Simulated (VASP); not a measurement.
# AlN: electric field gradients with PBE

AlN:

```
Al N
1.0
     0.00000    1.96472    1.96472
     1.96472    0.00000    1.96472
     1.96472    1.96472    0.00000
Al N
1 1
Direct
  0.00000 0.00000 0.00000
  0.50000 0.50000 0.50000
```

This cell differs from its parent crystal: volume scaled by 0.98.

- Program: VASP 6.6.1
- Task: electric field gradients
- Functional: PBE
- Potentials or basis: VASP PAW PBE potentials, release 64 (Al, N)
- Cutoff: 520 eV
- k mesh: 10 × 10 × 10
- Occupations: fermi-dirac, width 0.02 eV
- Spin: no spin polarisation
- Dipole correction: no
- Further INCAR settings: ALGO = Normal; EDIFF = 1e-08; NBANDS = 11

* Pressure: 32.5 GPa
* Band gap on the k mesh: 5.15 eV, indirect (least direct gap 6.97 eV)

Levels at points of the mesh, in eV from the valence-band top:
```csv
k point,band 1,band 2,band 3,band 4,band 5,band 6,band 7,band 8,band 9
"(0.00, 0.00, 0.00)",-18.36,0.00,0.00,0.00,6.97,12.44,12.44,12.44,17.82
"(0.50, 0.00, 0.00)",-14.74,-8.87,-1.25,-1.25,6.69,11.71,11.71,14.60,17.10
"(0.50, 0.50, 0.00)",-13.64,-7.97,-3.03,-3.03,5.15,5.46,15.13,18.65,18.65
```

Wall time 4.5 s on 1 thread of Intel(R) Xeon(R) 6975P-C (Granite Rapids), on a shared host, peak memory 0.13 GiB.

Caveat: without QUAD_EFG the Cq values of the log hold for a quadrupole moment of 1 mb, not for the nuclei. A k mesh can miss the band edges.
